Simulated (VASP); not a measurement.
A run of VASP 6.6.1:

File INCAR:

```
SYSTEM = TiAl
ALGO     = Normal         ! electronic algorithm
EDIFF    = 1E-6           ! SCF threshold, eV
ENCUT    = 520            ! plane-wave cutoff, eV
GGA      = RP             ! functional
ISIF     = 2              ! what is computed and relaxed
ISMEAR   = -1             ! smearing method
LASPH    = .True.         ! aspherical terms in the spheres
LCHARG   = .False.        ! write CHGCAR
LREAL    = .False.        ! projectors in reciprocal space
LWAVE    = .False.        ! write WAVECAR
NBANDS   = 14             ! bands
NELM     = 100            ! most SCF steps
PREC     = Accurate       ! precision mode
SIGMA    = 0.05           ! smearing width, eV
```

The input KPOINTS:

```
k-points
0
Gamma
  11 11 6
  0 0 0
```

Contents of POSCAR:

```
TiAl
1.0
    2.9120027920      0.0000000000      0.0000000000
   -1.4560013960      2.5218683937      0.0000000000
    0.0000000000      0.0000000000      4.6662419719
Ti Al
1 1
Direct
    0.0000000000      0.0000000000      0.0000000000
    0.3333333333      0.6666666667      0.5000000000
```

Potentials or basis: VASP PAW PBE potentials, release 64 (Ti_sv, Al).

Run with:

```sh
$ cat potpaw_PBE.64/Ti_sv/POTCAR potpaw_PBE.64/Al/POTCAR > POTCAR
$ mpirun -np 1 vasp_std > vasp.out
```

Hardware: 1 thread of Intel Xeon 8259CL, with other jobs on the host.

**Question.** How long does it take, and how much memory?

**Answer.** It took 32 s on 1 thread of Intel Xeon 8259CL (shared host), peak memory 0.17 GiB. Counts: scf iterations 15, k points 64.
